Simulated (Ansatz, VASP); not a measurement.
**Ga2SbP in VASP and in Ansatz**

```xyz
4
Lattice="4.0926 0.0000 0.0000 0.0000 4.0926 0.0000 0.0000 0.0000 5.7135" Properties=species:S:1:pos:R:3 pbc="T T T"
P     0.0000    0.0000    0.0000
Ga    0.0000    2.0463    4.4359
Ga    2.0463    0.0000    1.2776
Sb    2.0463    2.0463    2.8568
```

Change from the starting cell: uniaxial_z strain -1.6%.

Alike in both runs: task single point; functional PBE; k mesh 6 × 6 × 4; occupations fermi-dirac, width 0.02 eV; no spin polarisation.

|  | VASP | Ansatz |
| --- | --- | --- |
| version | VASP 6.6.1 | Ansatz 0.2.0 |
| potentials or method | VASP PAW PBE potentials, release 64 (P, Ga_d, Sb_d_GW) | plane waves, PAW |
| plane-wave cutoff (eV) | 500 | 420 |
| valence electrons in the cell | 46 | 46 |

```tsv
	VASP	Ansatz	Ansatz less VASP
pressure (GPa)	3.3	3.2	-0.04
rms of the force components (eV/Å)	0.026	0.025	-0.0005
```

Spin-orbit coupling is off throughout.
